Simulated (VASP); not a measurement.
Hf:

```
Hf
1.0
     0.00000    2.22000    2.22000
     2.22000    0.00000    2.22000
     2.22000    2.22000    0.00000
Hf
1
Direct
  0.00000 0.00000 0.00000
```

| Quantity | Value |
| --- | --- |
| Program | VASP 6.6.1 |
| Task | relaxation of cell and atoms |
| Functional | RPBE |
| Potentials or basis | VASP PAW PBE potentials, release 64 (Hf_pv) |
| Cutoff | 600 eV |
| k mesh | 10 × 10 × 10 |
| Occupations | fermi-dirac, width 0.05 eV |
| Spin | no spin polarisation |

At the start: pressure 5.6 GPa; volume 21.88 Å³/atom.

Where does the relaxation end?

Over 3 steps the energy falls by 19.6 meV/atom and the volume is 23.08 Å³/atom (+5.5 %); space group Fm-3m (No. 225, to 0.05 Å).

The path:
| step | energy change (eV) | largest force (eV/Å) | pressure (GPa) | volume (Å³) |
| --- | --- | --- | --- | --- |
| 1 | 0.0000 | 0.0000 | 5.57 | 21.88 |
| 2 | 0.0009 | 0.0000 | -4.80 | 24.38 |
| 3 | -0.0196 | 0.0000 | -0.04 | 23.08 |

Final structure:
```yaml
crystal:
  lattice:
    - [0.00000, 2.25968, 2.25968]
    - [2.25968, 0.00000, 2.25968]
    - [2.25968, 2.25968, 0.00000]
  atoms:
    - { symbol: Hf, position: [0.00000, 0.00000, 0.00000] }
```

Caveat: the PAW data sets were made with another functional, which shifts forces and pressure a little.
